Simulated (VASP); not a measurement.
# EuS (Fm-3m) in VASP: notebook

The runs below take EuS through single point, with PBE, B3LYP, revPBE+D4, BLYP+D3(BJ).

Program: VASP 6.6.1. These are calculated values, not measurements. Logs are shortened: lines on timing, memory, paths and dates and some standing lists are left out, and cuts for length are marked.

**The experiment to reproduce.**

“Crystal-field mediated electronic transitions of EuS up to 35 GPa”, 2022, pmc:8786971 reports, for a powder of EuS at 300 K: band gap 1.72 eV (optical).

How close the calculation comes is told below.

### 1 The cell of the first run

The structure is cubic, space group Fm-3m (No. 225). The conventional cell has a = 5.957 Å, b = 5.957 Å, c = 5.957 Å, α = 90.00°, β = 90.00°, γ = 90.00°. Eu (site symmetry m-3m) has 6 S at 2.98 Å within 3.9 Å. Within 3.9 Å of S (site symmetry m-3m) lie 6 Eu at 2.98 Å.

### 2 Single point, PBE, collinear spin, ferromagnetic start

INCAR reads:

```
SYSTEM = EuS
PREC = Accurate ; ENCUT = 600
EDIFF = 1E-6 ; ISMEAR = -1
SIGMA = 0.05 ; LREAL = .False.
LASPH = .True. ; NELM = 200
ALGO = Normal ; ISIF = 2
LWAVE = .False. ; LCHARG = .True.
ISPIN = 2 ; MAGMOM = 7 0
LORBIT = 11 ; LMAXMIX = 6
GGA = PE ; LELF = .True.
LVHAR = .True. ; NBANDS = 22
GGA_COMPAT = .False.
```

KPOINTS reads:

```
regular mesh
0
Gamma
  14 14 14
  0 0 0
```

POSCAR reads:

```
EuS
1.0
    0.0000000000      2.9785000000      2.9785000000
    2.9785000000      0.0000000000      2.9785000000
    2.9785000000      2.9785000000      0.0000000000
Eu S
1 1
Direct
    0.0000000000      0.0000000000      0.0000000000
    0.5000000000      0.5000000000      0.5000000000
```

Potentials or basis: VASP PAW PBE potentials, release 64 (Eu, S).

Launch:

```
cat potpaw_PBE.64/Eu/POTCAR potpaw_PBE.64/S/POTCAR > POTCAR
mpirun -np 1 vasp_std > vasp.out
```

OUTCAR:

```text
SYSTEM = EuS
   PREC = Accurate
   ENCUT = 600
   EDIFF = 1E-6
   ISMEAR = -1
   LREAL = .False.
   LASPH = .True.
   NELM = 200
   ISIF = 2
   ISPIN = 2
   LORBIT = 11
   GGA = PE

 ion  position               nearest neighbor table
   1  0.000  0.000  0.000-   2 2.98   2 2.98   2 2.98   2 2.98   2 2.98   2 2.98
   2  0.500  0.500  0.500-   1 2.98   1 2.98   1 2.98   1 2.98   1 2.98   1 2.98

  LATTYP: Found a face centered cubic cell.
 ALAT       =     5.9570000000

  Lattice vectors:

 A1 = (   0.0000000000,   2.9785000000,   2.9785000000)
 A2 = (   2.9785000000,   0.0000000000,   2.9785000000)
 A3 = (   2.9785000000,   2.9785000000,   0.0000000000)

Analysis of symmetry for initial positions (statically):
=====================================================================
 Subroutine PRICEL returns:
 Original cell was already a primitive cell.

 Routine SETGRP: Setting up the symmetry group for a
 face centered cubic supercell.

 Subroutine GETGRP returns: Found 48 space group operations
 (whereof 48 operations were pure point group operations)
 out of a pool of 48 trial point group operations.

The static configuration has the point symmetry O_h .

Analysis of symmetry for dynamics (positions and initial velocities):
=====================================================================
 Subroutine PRICEL returns:
 Original cell was already a primitive cell.

 Routine SETGRP: Setting up the symmetry group for a
 face centered cubic supercell.

 Subroutine GETGRP returns: Found 48 space group operations
 (whereof 48 operations were pure point group operations)
 out of a pool of 48 trial point group operations.

The dynamic configuration has the point symmetry O_h .

Analysis of structural, dynamic, and magnetic symmetry:
=====================================================================
 Subroutine PRICEL returns:
 Original cell was already a primitive cell.

 Routine SETGRP: Setting up the symmetry group for a
 face centered cubic supercell.

 Subroutine GETGRP returns: Found 48 space group operations
 (whereof 48 operations were pure point group operations)
 out of a pool of 48 trial point group operations.

The overall configuration has the point symmetry O_h .

 Subroutine INISYM returns: Found 48 space group operations
 (whereof 48 operations are pure point group operations),
 and found     1 'primitive' translations

----------------------------------------------------------------------------------------

                                     Primitive cell

  volume of cell :      52.8473

  direct lattice vectors                    reciprocal lattice vectors
     0.000000000  2.978500000  2.978500000    -0.167869733  0.167869733  0.167869733
     2.978500000  0.000000000  2.978500000     0.167869733 -0.167869733  0.167869733
     2.978500000  2.978500000  0.000000000     0.167869733  0.167869733 -0.167869733

  length of vectors
     4.212235096  4.212235096  4.212235096     0.290758907  0.290758907  0.290758907

  position of ions in fractional coordinates (direct lattice)
     0.000000000  0.000000000  0.000000000
     0.500000000  0.500000000  0.500000000

  ion indices of the primitive-cell ions
   primitive index   ion index
                 1           1
                 2           2

----------------------------------------------------------------------------------------

 KPOINTS: regular mesh

Automatic generation of k-mesh.
 Grid dimensions read from file:
 generate k-points for:   14   14   14

 Generating k-lattice:

  Cartesian coordinates                     Fractional coordinates (reciprocal lattice)
    -0.011990695  0.011990695  0.011990695     0.071428571  0.000000000  0.000000000
     0.011990695 -0.011990695  0.011990695     0.000000000  0.071428571  0.000000000
     0.011990695  0.011990695 -0.011990695     0.000000000  0.000000000  0.071428571

  Length of vectors
     0.020768493  0.020768493  0.020768493

  Shift w.r.t. Gamma in fractional coordinates (k-lattice)
     0.000000000  0.000000000  0.000000000

 Subroutine IBZKPT returns following result:
 ===========================================

 Found    104 irreducible k-points:

 Following reciprocal coordinates:
            Coordinates               Weight
  0.000000  0.000000  0.000000      1.000000
  0.071429  0.000000  0.000000      8.000000
  0.142857  0.000000  0.000000      8.000000
  0.214286  0.000000  0.000000      8.000000
  0.285714  0.000000  0.000000      8.000000
  0.357143  0.000000  0.000000      8.000000
[... 16 lines left out ...]
  0.214286  0.142857  0.000000     24.000000
  0.285714  0.142857  0.000000     24.000000
 [... further k-points ...]
   k-points           NKPTS =    104   k-points in BZ     NKDIM =    104   number of bands    NBANDS=     22
   number of dos      NEDOS =    301   number of ions     NIONS =      2
   total plane-waves  NPLWV =  46656
   dimension x,y,z NGX =    36 NGY =   36 NGZ =   36
   dimension x,y,z NGXF=    72 NGYF=   72 NGZF=   72
   ions per type =               1   1
   NGX,Y,Z   is equivalent  to a cutoff of  14.21, 14.21, 14.21 a.u.
   NGXF,Y,Z  is equivalent  to a cutoff of  28.42, 28.42, 28.42 a.u.
 SYSTEM =  EuS
   PREC   = accura    normal or accurate (medium, high low for compatibility)
   ISTART =      0    job   : 0-new  1-cont  2-samecut
   ICHARG =      2    charge: 1-file 2-atom 10-const
   ISPIN  =      2    spin polarized calculation?
   LNONCOLLINEAR =      F non collinear calculations
   LSORBIT =      F    spin-orbit coupling
   LASPH  =      T    aspherical Exc in radial PAW
   ENCUT  =  600.0 eV  44.10 Ry    6.64 a.u.   8.41  8.41  8.41*2*pi/ulx,y,z
   NELM   =    200;   NELMIN=  2; NELMDL= -5     # of ELM steps
   EDIFF  = 0.1E-05   stopping-criterion for ELM
   LREAL  =      F    real-space projection
   EDIFFG = 0.1E-04   stopping-criterion for IOM
   NSW    =      0    number of steps for IOM
   IBRION =     -1    ionic relax: 0-MD 1-quasi-New 2-CG
   NFREE  =      0    steps in history (QN), initial steepest desc. (CG)
   ISIF   =      2    stress and relaxation
   ISYM   =      2    0-nonsym 1-usesym 2-fastsym
   POTIM  = 0.5000    time-step for ionic-motion
   TEBEG  =    0.0;   TEEND  =   0.0 temperature during run
   PSTRESS=    0.0 pullay stress
   NELECT =      23.0000    total number of electrons
   NUPDOWN=      -1.0000    fix difference up-down
   EMIN   =  10.00;   EMAX   =-10.00  energy-range for DOS
   EFERMI =   0.00;   METHOD = LEGACY
   ISMEAR =    -1;   SIGMA  =   0.05  broadening in eV -4-tet -1-fermi 0-gaus
   EFERMI_NEDOS =   21; number of points for ismear=-14 and -15
   IALGO  =     38    algorithm
   IMIX   =      4    mixing-type and parameters
     AMIX     =   0.40;   BMIX     =  1.00
     AMIX_MAG =   1.60;   BMIX_MAG =  1.00
  volume/ion in A,a.u.               =      26.42       178.32
  Fermi-wavevector in a.u.,A,eV,Ry     =   1.240633  2.344456 20.941667  1.539169
  Thomas-Fermi vector in A             =   2.375065
   LORBIT       =     11    0 simple, 1 ext, 2 COOP (PROOUT), +10 PAW based schemes
   GGA     = PE    functional components
   LHFCALC =     F    Hartree Fock is set to
   AEXX    =    0.0000 exact exchange contribution
   IVDW    =     0    specifies the selected vdW correction
   LEPSILON=     F    determine dielectric tensor
   LRPA    =     F    only Hartree local field effects (RPA)
 spin polarized calculation
  energy-cutoff  :      600.00
  volume of cell :       52.85
 maximum number of plane-waves:      1807
 NGX is ok and might be reduce to    36
   NGX = 17   NGY = 17   NGZ = 17

 number of electron      22.9999997 magnetization       6.9787582

 Free energy of the ion-electron system (eV)
  ---------------------------------------------------
  ext. energy  EPLUGINS =         0.00000000
  ---------------------------------------------------
  free energy    TOTEN  =       -19.90331007 eV

  energy without entropy =      -19.89188053  energy(sigma->0) =      -19.89759530

 E-fermi :   4.3088     XC(G=0):  -9.6371

 val. band max:        4.2989558062   @ k =   0.0714   0.0714   0.0000
 cond. band min:       4.3173464423   @ k =  -0.4286   0.5000   0.0714
 fundamental gap:      0.0183906361
 Fermi energy:         4.3088412620

 spin component 1

 k-point     1 :       0.0000    0.0000    0.0000
  band No.  band energies     occupation
      1     -37.2221      1.00000
      2     -15.9332      1.00000
      3     -15.9332      1.00000
      4     -15.9332      1.00000
      5      -9.1817      1.00000
      6       1.5211      1.00000
[... 14 lines left out ...]
     21       6.2309      0.00000
     22      11.6555      0.00000
[... 552 lines left out ...]
  band No.  band energies     occupation
      1     -37.2145      1.00000
      2     -16.0944      1.00000
      3     -15.9662      1.00000
      4     -15.9611      1.00000
      5      -8.7711      1.00000
      6      -0.1185      1.00000
[... 14 lines left out ...]
     21       9.5276      0.00000
     22      12.7532      0.00000

 [... further k-points ...]

 spin component 2

 k-point     1 :       0.0000    0.0000    0.0000
  band No.  band energies     occupation
      1     -34.1382      1.00000
      2     -13.6774      1.00000
      3     -13.6774      1.00000
      4     -13.6774      1.00000
      5      -9.1770      1.00000
      6       1.6703      1.00000
[... 14 lines left out ...]
     21       9.0274      0.00000
     22      12.8242      0.00000
[... 552 lines left out ...]
  band No.  band energies     occupation
      1     -34.1274      1.00000
      2     -13.9303      1.00000
      3     -13.7208      1.00000
      4     -13.7132      1.00000
      5      -8.7085      1.00000
      6       0.0695      1.00000
[... 14 lines left out ...]
     21      10.3037      0.00000
     22      13.7213      0.00000

 [... further k-points ...]
[... 5 lines left out ...]
  --------------------------------------------------------------------------------------
  -------------------------------------------------------------------------------------
  Total       -0.9086345     -0.9086345     -0.9086345      0.0000000     -0.0000000      0.0000000
  in kB      -27.5471715    -27.5471715    -27.5471715      0.0000000     -0.0000000      0.0000000
  external PRESSURE =     -27.5471715 kB  Pullay stress =       0.0000000 kB

 VOLUME and BASIS-vectors are now :
 -----------------------------------------------------------------------------
  energy-cutoff  :      600.00
  volume of cell :       52.85
      direct lattice vectors                 reciprocal lattice vectors
     0.000000000  2.978500000  2.978500000    -0.167869733  0.167869733  0.167869733
     2.978500000  0.000000000  2.978500000     0.167869733 -0.167869733  0.167869733
     2.978500000  2.978500000  0.000000000     0.167869733  0.167869733 -0.167869733

 POSITION                                       TOTAL-FORCE (eV/Angst)
 -----------------------------------------------------------------------------------
      0.00000      0.00000      0.00000         0.000000      0.000000     -0.000000
      2.97850      2.97850      2.97850        -0.000000      0.000000      0.000000
 -----------------------------------------------------------------------------------
    total drift:                                0.000000      0.000000      0.000000

  FREE ENERGIE OF THE ION-ELECTRON SYSTEM (eV)
  ---------------------------------------------------
  free  energy   TOTEN  =       -19.9033100682 eV

  energy  without entropy=      -19.8918805305  energy(sigma->0) =      -19.89759530

 total charge

# of ion       s       p       d       f       tot
--------------------------------------------------
    1        2.027   5.756   0.306   6.654  14.743
    2        1.316   2.430   0.000   0.000   3.746
--------------------------------------------------
tot          3.343   8.186   0.306   6.654  18.489

 magnetization (x)

# of ion       s       p       d       f       tot
--------------------------------------------------
    1       -0.015  -0.113   0.092   6.623   6.587
    2       -0.007  -0.065   0.000   0.000  -0.072
--------------------------------------------------
tot         -0.022  -0.179   0.092   6.623   6.515
```

Run time: 4 min. Hardware: 1 thread of Intel Xeon 6975P-C (Granite Rapids), shared host; peak memory 0.43 GiB.

What came out:

* Free energy: -19.9033 eV
* Pressure: -2.8 GPa
* Band gap on the k mesh: zero (filled and empty bands overlap)
* Net moment: 6.98 μB per cell
* Site moments: Eu +6.59; S -0.07 μB
* Valence electrons inside the program's atomic spheres: Eu 14.74; S 3.75

Caveat: spin-orbit coupling is left out, which moves the levels of the heavy elements; a cell with one magnetic atom can't hold antiferromagnetic order, which such compounds often take; semilocal functionals describe open f shells poorly, which spoils levels, moments and volumes. With open d or f shells a metallic result of PBE can be an artefact of self-interaction; +U or a hybrid may open a gap.

### 3 Single point, B3LYP, collinear spin, ferromagnetic start

POSCAR is that of step 2.

INCAR.step1 reads:

```
SYSTEM = EuS
PREC = Accurate
ENCUT = 520
EDIFF = 1E-5
ISMEAR = -1
SIGMA = 0.05
LREAL = .FALSE.
LASPH = .TRUE.
NELM = 200
ALGO = Normal
ISIF = 2
LWAVE = .TRUE.
LCHARG = .FALSE.
ISPIN = 2
MAGMOM = 7 0
LORBIT = 11
LMAXMIX = 6
NBANDS = 22
GGA = PE
GGA_COMPAT = .FALSE.
```

INCAR.step2 reads:

```
SYSTEM = EuS
PREC = Accurate
ENCUT = 520
EDIFF = 1E-6
ISMEAR = -1
SIGMA = 0.05
LREAL = .FALSE.
LASPH = .TRUE.
NELM = 200
ALGO = Normal
ISIF = 2
LWAVE = .FALSE.
LCHARG = .FALSE.
ISPIN = 2
MAGMOM = 7 0
LORBIT = 11
LMAXMIX = 6
GGA = B3
LHFCALC = .TRUE.
AEXX = 0.2
AGGAX = 0.72
AGGAC = 0.81
ALDAC = 0.19
PRECFOCK = Normal
NBANDS = 22
ISTART = 1
GGA_COMPAT = .FALSE.
```

KPOINTS reads:

```
Automatic mesh
0
G
  4 4 4
  0 0 0
```

Potentials or basis: VASP PAW PBE potentials, release 64 (Eu, S).

Launch:

```
cat potpaw_PBE.64/Eu/POTCAR potpaw_PBE.64/S/POTCAR > POTCAR
cp INCAR.step1 INCAR
mpirun -np 1 vasp_std > vasp.out
cp INCAR.step2 INCAR
mpirun -np 1 vasp_std > vasp.out
```

OUTCAR:

```text
SYSTEM = EuS
   PREC = Accurate
   ENCUT = 520
   EDIFF = 1E-6
   ISMEAR = -1
   LREAL = .FALSE.
   LASPH = .TRUE.
   NELM = 200
   ISIF = 2
   ISPIN = 2
   LORBIT = 11
   GGA = B3
   LHFCALC = .TRUE.
   AEXX = 0.2
   PRECFOCK = Normal
   ISTART = 1

 ion  position               nearest neighbor table
   1  0.000  0.000  0.000-   2 2.98   2 2.98   2 2.98   2 2.98   2 2.98   2 2.98
   2  0.500  0.500  0.500-   1 2.98   1 2.98   1 2.98   1 2.98   1 2.98   1 2.98

  LATTYP: Found a face centered cubic cell.
 ALAT       =     5.9570000000

  Lattice vectors:

 A1 = (   0.0000000000,   2.9785000000,   2.9785000000)
 A2 = (   2.9785000000,   0.0000000000,   2.9785000000)
 A3 = (   2.9785000000,   2.9785000000,   0.0000000000)

Analysis of symmetry for initial positions (statically):
=====================================================================
 Subroutine PRICEL returns:
[... 391 lines left out ...]
      3     -14.5339      1.00000
      4     -14.5339      1.00000
      5     -10.6960      1.00000
      6       1.0861      1.00000
[... 189 lines left out ...]
     21      13.6879      0.00000
     22      14.2495      0.00000

------------------------ aborting loop because EDIFF is reached ----------------------------------------

  FORCE on cell =-STRESS in cart. coord.  units (eV):
  Direction    XX          YY          ZZ          XY          YZ          ZX
  --------------------------------------------------------------------------------------
  -------------------------------------------------------------------------------------
  Total        0.6927346      0.6927346      0.6927346      0.0000000     -0.0000000     -0.0000000
  in kB       21.0017110     21.0017110     21.0017110      0.0000000     -0.0000000     -0.0000000
  external PRESSURE =      21.0017110 kB  Pullay stress =       0.0000000 kB

 VOLUME and BASIS-vectors are now :
 -----------------------------------------------------------------------------
  energy-cutoff  :      520.00
  volume of cell :       52.85
      direct lattice vectors                 reciprocal lattice vectors
     0.000000000  2.978500000  2.978500000    -0.167869733  0.167869733  0.167869733
     2.978500000  0.000000000  2.978500000     0.167869733 -0.167869733  0.167869733
     2.978500000  2.978500000  0.000000000     0.167869733  0.167869733 -0.167869733

 POSITION                                       TOTAL-FORCE (eV/Angst)
 -----------------------------------------------------------------------------------
      0.00000      0.00000      0.00000        -0.000000     -0.000000     -0.000000
      2.97850      2.97850      2.97850         0.000000      0.000000      0.000000
 -----------------------------------------------------------------------------------
    total drift:                               -0.000014     -0.000012     -0.000022

  FREE ENERGIE OF THE ION-ELECTRON SYSTEM (eV)
  ---------------------------------------------------
  free  energy   TOTEN  =       -30.2078436201 eV

  energy  without entropy=      -30.2078381280  energy(sigma->0) =      -30.20784087

 total charge

# of ion       s       p       d       f       tot
--------------------------------------------------
    1        2.029   5.793   0.230   6.812  14.865
    2        1.318   2.494   0.000   0.000   3.812
--------------------------------------------------
tot          3.347   8.287   0.230   6.812  18.677

 magnetization (x)

# of ion       s       p       d       f       tot
--------------------------------------------------
    1       -0.013  -0.098   0.040   6.788   6.717
    2       -0.005  -0.042   0.000   0.000  -0.047
--------------------------------------------------
tot         -0.018  -0.139   0.040   6.788   6.671
```

OUTCAR.step1:

```text
SYSTEM = EuS
   PREC = Accurate
   ENCUT = 520
   EDIFF = 1E-5
   ISMEAR = -1
   LREAL = .FALSE.
[... 633 lines left out ...]

 total charge

# of ion       s       p       d       f       tot
--------------------------------------------------
    1        2.027   5.757   0.307   6.646  14.737
    2        1.315   2.431   0.000   0.000   3.746
--------------------------------------------------
tot          3.342   8.188   0.307   6.646  18.483

 magnetization (x)

# of ion       s       p       d       f       tot
--------------------------------------------------
    1       -0.015  -0.114   0.076   6.616   6.563
    2       -0.006  -0.060   0.000   0.000  -0.067
--------------------------------------------------
tot         -0.021  -0.174   0.076   6.616   6.496
```

Wall time 24 min (1 thread of Intel Xeon Platinum 8259CL at 2.50GHz (Skylake/Cascade Lake), shared host); peak memory 0.22 GiB.

Results:

```
Free energy                                           : -30.2078 eV
Pressure                                              : 2.1 GPa
Band gap on the k mesh                                : 0.92 eV (least direct gap 1.12 eV)
Net moment                                            : 7.00 μB per cell
Site moments                                          : Eu +6.72; S -0.05 μB
Valence electrons inside the program's atomic spheres : Eu 14.87; S 3.81
```

Caveat: the k points lie up to 0.46 Å⁻¹ apart; the PAW data sets were made with another functional, which shifts forces and pressure a little; spin-orbit coupling is left out, which moves the levels of the heavy elements; a cell with one magnetic atom can't hold antiferromagnetic order, which such compounds often take. The state reached can hang on the start; a lower one may exist.

[end of part 1 of 2]
